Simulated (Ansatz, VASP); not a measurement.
**Two plane-wave programs on Sc**

INCAR

```
  PREC = Accurate
  ENCUT = 600
  EDIFF = 1E-6
  ISMEAR = 0
  SIGMA = 0.1
  LREAL = F
  LASPH = T
  NELM = 100
  ALGO = Normal
  ISIF = 3
  LWAVE = F
  LCHARG = F
  GGA = PS
  IBRION = 2
  NSW = 100
  EDIFFG = -0.01
```

KPOINTS

```
Automatic mesh
0
Gamma
  12 12 14
```

File POSCAR:

```
Sc
1.0
    5.0538565871      0.0000000000      0.0000000000
   -2.5269282936      4.3767681915      0.0000000000
    0.0000000000      0.0000000000      3.1914976069
Sc
3
Direct
    0.0000000000      0.0000000000      0.0000000000
    0.3333333333      0.6666666667      0.5000000000
    0.6666666667      0.3333333333      0.5000000000
```

Input for Ansatz:

```yaml
crystal:
  lattice:
    - [5.0538565871, 0.0, 0.0]
    - [-2.5269282936, 4.3767681915, 0.0]
    - [0.0, 0.0, 3.1914976069]
  atoms:
    - { symbol: Sc, position: [0.0, 0.0, 0.0] }
    - { symbol: Sc, position: [0.3333333333, 0.6666666667, 0.5] }
    - { symbol: Sc, position: [0.6666666667, 0.3333333333, 0.5] }
basis:
  ecutwfc: 420
kpoints:
  mp_grid: { grid: [12, 12, 14] }
hamiltonian:
  xc: pbesol
scf:
  occupations: { method: gaussian, width: 0.1 }
output:
  forces: true
  stress: true
  eigenvalues: true
relax:
  adjacent_minimum: "off"
  f_tol: 0.01
  max_steps: 80
  cell: { stress_tol: 0.05 }
```

Alike in both runs: task relaxation of cell and atoms; functional PBEsol; k mesh 12 × 12 × 14; occupations gaussian, width 0.1 eV; no spin polarisation.

```csv
,VASP,Ansatz
version,VASP 6.6.1,Ansatz 0.2.0
potentials or method,"VASP PAW PBE potentials, release 64 (Sc_sv), cutoff 600 eV","scalar-relativistic, plane waves, PAW"
valence electrons in the cell,33,33
```

```csv
,VASP,Ansatz,Ansatz less VASP
"gap on the k mesh at the Fermi level, each at its own relaxed structure (eV)",none,none,-
relaxed volume (Å³/atom),23.48,23.45,-0.037
relaxed cell length with the largest relative difference (Å),5.047,5.043,-0.0043
```

VASP's potentials were made for PBE, not for PBEsol. A gap of «none» marks a metal or a gap that the smearing closes.
